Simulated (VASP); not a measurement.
Runs of VASP 6.6.1 on Al. The structure is cubic, space group Fm-3m (No. 225). Conventional cell: a = 4.050 Å, b = 4.050 Å, c = 4.050 Å, α = 90.00°, β = 90.00°, γ = 90.00°. Al (site symmetry m-3m) has 12 Al at 2.86 Å within 3.8 Å. 

```csv
level,gap on the mesh (eV),pressure (GPa)
BLYP,none,3.3
PBE,none,-0.5
revPBE,none,0.4
PBEsol,none,(a)
```

Alike in all rows: task single point; potentials or basis VASP PAW PBE potentials, release 64 (Al); no spin polarisation; cell as given; k mesh 10 × 10 × 10; cutoff (eV) 500; smearing fermi-dirac 0.1 eV.

Task: Fill in the values left out.

Result: (a) -1.9.

Caveats: the PAW data sets were made with another functional, which shifts forces and pressure a little (some runs).

A gap of «none» marks levels without a gap at the run's occupations.
